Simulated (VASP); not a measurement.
# SrLa (Pm-3m) in VASP: a series of runs, part 2 of 2

VASP 6.6.1. The steps go on from the part before.

### 3 Single point, LDA

This run uses another cell than the first one, of 39.78 Å³/atom, 0.828 times its volume.

The input, INCAR:

```
SYSTEM = SrLa
PREC = Accurate
ENCUT = 520
EDIFF = 1E-6
ISMEAR = 0
SIGMA = 0.1
LREAL = .False.
LASPH = .True.
NELM = 80
ALGO = Normal
ISIF = 2
LWAVE = .False.
LCHARG = .False.
NBANDS = 18
```

The input, KPOINTS:

```
Automatic mesh
0
Gamma
  5 5 5
  0 0 0
```

The input, POSCAR:

```
SrLa
1.0
    4.3008327409      0.0000000000      0.0000000000
    0.0000000000      4.3008327409      0.0000000000
    0.0000000000      0.0000000000      4.3008327409
La Sr
1 1
Direct
    0.0000000000      0.0000000000      0.0000000000
    0.5000000000      0.5000000000      0.5000000000
```

Potentials or basis: VASP PAW LDA potentials, release 64 (La, Sr_sv).

On the command line:

```console
> cat potpaw_LDA.64/La/POTCAR potpaw_LDA.64/Sr_sv/POTCAR > POTCAR
> mpirun -np 1 vasp_std > vasp.out
```

Wall time 9 s (1 thread of Intel Xeon Platinum 8488C (Sapphire Rapids), shared host); peak memory 0.16 GiB.

It converged, with:

| Item | Value |
| --- | --- |
| Free energy | -6.9884 eV |
| Pressure | 0.0 GPa |

Levels at points of the mesh, in eV from the Fermi level:
```csv
k point,band 9,band 10,band 11,band 12,band 13,band 14
"(0.00, 0.00, 0.00)",-3.59,-1.22,-1.22,1.20,1.20,1.20
```

Caveat: spin-orbit coupling is left out, which moves the levels of the heavy elements.

### 4 Single point, LDA

This run uses another cell than the first one, of 39.78 Å³/atom, 0.828 times its volume.

The input, INCAR:

```
PREC = Accurate
ENCUT = 520
EDIFF = 1E-6
ISMEAR = 0
SIGMA = 0.1
LREAL = F
LASPH = T
NELM = 80
ALGO = Normal
ISIF = 2
LWAVE = F
LCHARG = F
NBANDS = 18
```

The input, KPOINTS:

```
Automatic mesh
0
Gamma
  5 5 5
```

POSCAR is that of step 3.

On the command line:

```console
> cat potpaw_LDA.64/La/POTCAR potpaw_LDA.64/Sr_sv/POTCAR > POTCAR
> mpirun -np 1 vasp_std > vasp.out
```

Wall time 8.7 s (1 thread of Intel Xeon Platinum 8488C (Sapphire Rapids), shared host); peak memory 0.16 GiB.

It converged, with:

* Free energy: -6.9884 eV
* Pressure: 0.0 GPa

Levels at points of the mesh, in eV from the Fermi level:
| k point | band 8 | band 9 | band 10 | band 11 | band 12 | band 13 | band 14 | band 15 |
| --- | --- | --- | --- | --- | --- | --- | --- | --- |
| (0.00, 0.00, 0.00) | -16.61 | -3.59 | -1.22 | -1.22 | 1.20 | 1.20 | 1.20 | 1.27 |

Caveat: spin-orbit coupling is left out, which moves the levels of the heavy elements.

### 5 Single point, LDA

This run uses another cell than the first one, of 39.38 Å³/atom, 0.820 times its volume.

The input, INCAR:

```
SYSTEM = SrLa
ALGO = Normal
EDIFF = 1E-6
ENCUT = 520
GGA = CA
ISIF = 2
ISMEAR = 0
LASPH = .TRUE.
LCHARG = .TRUE.
LELF = .TRUE.
LREAL = .FALSE.
LVHAR = .TRUE.
LWAVE = .FALSE.
NBANDS = 18
NELM = 60
PREC = Accurate
SIGMA = 0.1
```

The input, KPOINTS:

```
k-points
0
G
  5 5 5
  0 0 0
```

The input, POSCAR:

```
SrLa
1.0
    4.2864485775      0.0000000000      0.0000000000
    0.0000000000      4.2864485775      0.0000000000
    0.0000000000      0.0000000000      4.2864485775
La Sr
1 1
Direct
    0.0000000000      0.0000000000      0.0000000000
    0.5000000000      0.5000000000      0.5000000000
```

On the command line:

```console
> cat potpaw_LDA.64/La/POTCAR potpaw_LDA.64/Sr_sv/POTCAR > POTCAR
> mpirun -np 1 vasp_std > vasp.out
```

Run time: 9.1 s. Hardware: 1 thread of Intel Xeon Platinum 8488C (Sapphire Rapids), shared host; peak memory 0.16 GiB.

The run converged. Its results:

- Free energy: -6.9877 eV
- Pressure: 0.2 GPa

Levels at points of the mesh, in eV from the Fermi level:
```
           k point  band 7  band 8  band 9  band 10  band 11  band 12  band 13  band 14  band 15  band 16
(0.00, 0.00, 0.00)  -16.59  -16.59   -3.59    -1.24    -1.24     1.22     1.22     1.22     1.30     1.30
```

Caveat: spin-orbit coupling is left out, which moves the levels of the heavy elements.

### 6 Single point, LDA

This run uses another cell than the first one, of 39.78 Å³/atom, 0.828 times its volume.

The input, INCAR:

```
PREC = Accurate
ENCUT = 520
EDIFF = 1E-6
ISMEAR = 0
SIGMA = 0.1
LREAL = F
LASPH = T
NELM = 100
ALGO = Normal
ISIF = 2
LWAVE = F
LCHARG = T
GGA = CA
LELF = T
LVHAR = T
NBANDS = 18
```

The input, KPOINTS:

```
Automatic mesh
0
Gamma
  5 5 5
```

The input, POSCAR:

```
SrLa
1.0
    4.3008327409      0.0000000000      0.0000000000
    0.0000000000      4.3008327409      0.0000000000
    0.0000000000      0.0000000000      4.3008327409
La Sr
1 1
Direct
    0.0000000000      0.0000000000      0.0000000000
    0.5000000000      0.5000000000      0.5000000000
```

Potentials or basis: VASP PAW LDA potentials, release 64 (La, Sr_sv).

On the command line:

```console
> cat potpaw_LDA.64/La/POTCAR potpaw_LDA.64/Sr_sv/POTCAR > POTCAR
> mpirun -np 1 vasp_std > vasp.out
```

OUTCAR:

```text
PREC = Accurate
   ENCUT = 520
   EDIFF = 1E-6
   ISMEAR = 0
   LREAL = F
   LASPH = T
   NELM = 100
   ISIF = 2
   GGA = CA

 ion  position               nearest neighbor table
   1  0.000  0.000  0.000-   2 3.72   2 3.72   2 3.72   2 3.72   2 3.72   2 3.72   2 3.72   2 3.72

   2  0.500  0.500  0.500-   1 3.72   1 3.72   1 3.72   1 3.72   1 3.72   1 3.72   1 3.72   1 3.72

  LATTYP: Found a simple cubic cell.
 ALAT       =     4.3008327409

  Lattice vectors:
[... 380 lines left out ...]
     18       6.1239      0.00000

------------------------ aborting loop because EDIFF is reached ----------------------------------------

  FORCE on cell =-STRESS in cart. coord.  units (eV):
  Direction    XX          YY          ZZ          XY          YZ          ZX
  --------------------------------------------------------------------------------------
  -------------------------------------------------------------------------------------
  Total        0.0025114      0.0025114      0.0025114     -0.0000000     -0.0000000     -0.0000000
  in kB        0.0505780      0.0505780      0.0505780     -0.0000000     -0.0000000     -0.0000000
  external PRESSURE =       0.0505780 kB  Pullay stress =       0.0000000 kB

 VOLUME and BASIS-vectors are now :
 -----------------------------------------------------------------------------
  energy-cutoff  :      520.00
  volume of cell :       79.55
      direct lattice vectors                 reciprocal lattice vectors
     4.300832741  0.000000000  0.000000000     0.232513111  0.000000000  0.000000000
     0.000000000  4.300832741  0.000000000     0.000000000  0.232513111  0.000000000
     0.000000000  0.000000000  4.300832741     0.000000000  0.000000000  0.232513111

 POSITION                                       TOTAL-FORCE (eV/Angst)
 -----------------------------------------------------------------------------------
      0.00000      0.00000      0.00000         0.000000      0.000000      0.000000
      2.15042      2.15042      2.15042         0.000000      0.000000      0.000000
 -----------------------------------------------------------------------------------
    total drift:                                0.000000      0.000000     -0.000000

  FREE ENERGIE OF THE ION-ELECTRON SYSTEM (eV)
  ---------------------------------------------------
  free  energy   TOTEN  =        -6.9884163359 eV

  energy  without entropy=       -6.9733185597  energy(sigma->0) =       -6.98086745
```

It took 9.7 s on 1 thread of Intel Xeon Platinum 8488C (Sapphire Rapids), shared host; peak memory 0.16 GiB.

Results:

- Free energy: -6.9884 eV
- Pressure: 0.0 GPa

Levels at points of the mesh, in eV from the Fermi level:
```tsv
k point	band 8	band 9	band 10	band 11	band 12	band 13	band 14	band 15
(0.00, 0.00, 0.00)	-16.61	-3.59	-1.22	-1.22	1.20	1.20	1.20	1.27
```

Caveat: spin-orbit coupling is left out, which moves the levels of the heavy elements.

### 7 Summary

| task | cell | cutoff (eV) | gap on the mesh (eV) | pressure (GPa) |
| --- | --- | --- | --- | --- |
| relaxation of cell and atoms | relaxed from a = 4.580 Å, 2 atoms | 600 | none | -0.1 |
| single point | a = 4.301 Å, 2 atoms | 520 | none | 0.0 |
| single point | a = 4.286 Å, 2 atoms | 520 | none | 0.2 |

Alike in all rows: level LDA; potentials or basis VASP PAW LDA potentials, release 64 (La, Sr_sv); no spin polarisation; k mesh 5 × 5 × 5; smearing gaussian 0.1 eV.

Caveats: spin-orbit coupling is left out, which moves the levels of the heavy elements; the volume moved by over 15 % at a fixed basis, so the end points are rough (some runs).

Absolute energies hang on the potentials; compare differences alone.
